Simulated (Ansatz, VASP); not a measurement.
# SrO in VASP and in Ansatz

```
Sr O
1.0
    -0.07709    2.53125    2.53125
     2.53125   -0.07709    2.53125
     2.53125    2.53125   -0.07709
Sr O
1 1
Direct
  0.00000 0.00000 0.00000
  0.50000 0.50000 0.50000
```

Change from the starting cell: equal xy, yz and zx shear strains of -3 %.

Alike in both runs: task single point; functional PBE; k mesh 8 × 8 × 8; occupations fermi-dirac, width 0.02 eV; no spin polarisation.

|  | VASP | Ansatz |
| --- | --- | --- |
| version | VASP 6.6.1 | Ansatz 0.2.0 |
| potentials or method | VASP PAW PBE potentials, release 64 (Sr_sv, O), cutoff 520 eV | all-electron LAPW, scalar-relativistic |

|  | VASP | Ansatz | Ansatz less VASP |
| --- | --- | --- | --- |
| gap on the k mesh at the Fermi level (eV) | 3.19 | 3.24 | +0.047 |
| pressure (GPa) | 3.5 | 2.9 | -0.59 |
| traceless stress, the component that is largest in VASP (GPa) | 1.49 | 1.49 | +0.004 |

Ansatz ran all-electron here, and VASP with PAW potentials.
